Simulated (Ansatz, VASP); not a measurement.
Be: VASP beside Ansatz

File INCAR:

```
SYSTEM = Be
  PREC = Accurate
  ENCUT = 520
  EDIFF = 1E-6
  ISMEAR = -1
  SIGMA = 0.05
  LREAL = .False.
  LASPH = .True.
  NELM = 80
  ALGO = Normal
  ISIF = 2
  LWAVE = .False.
  LCHARG = .False.
  NBANDS = 7
```

The input KPOINTS:

```
regular mesh
0
Gamma
  21 21 21
  0 0 0
```

File POSCAR:

```
Be
1.0
    0.0000000000      1.4175318365      1.4175318365
    1.4175318365      0.0000000000      1.4175318365
    1.4175318365      1.4175318365      0.0000000000
Be
1
Direct
    0.0000000000      0.0000000000      0.0000000000
```

Input for Ansatz:

```yaml
crystal:
  lattice:
    - [0.0, 1.4175318365, 1.4175318365]
    - [1.4175318365, 0.0, 1.4175318365]
    - [1.4175318365, 1.4175318365, 0.0]
  atoms:
    - { symbol: Be, position: [0.0, 0.0, 0.0] }
kpoints:
  mp_grid: { grid: [21, 21, 21] }
scf:
  occupations: { method: fermi_dirac, width: 0.05 }
hamiltonian:
  xc: lda
  pseudopotentials: { kind: all_electron, lapw: { basis_error: 0.001 } }
output:
  forces: true
  stress: true
  eigenvalues: true
  populations: true
```

Change from the starting cell: volume scaled by 0.76, LAPW.

Alike in both runs: task single point; functional LDA; k mesh 21 × 21 × 21; occupations fermi-dirac, width 0.05 eV; no spin polarisation.

|  | VASP | Ansatz |
| --- | --- | --- |
| version | VASP 6.6.1 | Ansatz 0.2.0 |
| potentials or method | VASP PAW LDA potentials, release 64 (Be), cutoff 520 eV | all-electron LAPW, scalar-relativistic |

```csv
,VASP,Ansatz,Ansatz less VASP
pressure (GPa),58.1,56.9,-1.20
```

LDA's correlation is that of Perdew and Zunger in VASP and of Perdew and Wang (1992) in Ansatz. Both programs put the cell under a high pressure, so it lies far from rest at this level. Ansatz ran all-electron here, and VASP with PAW potentials.
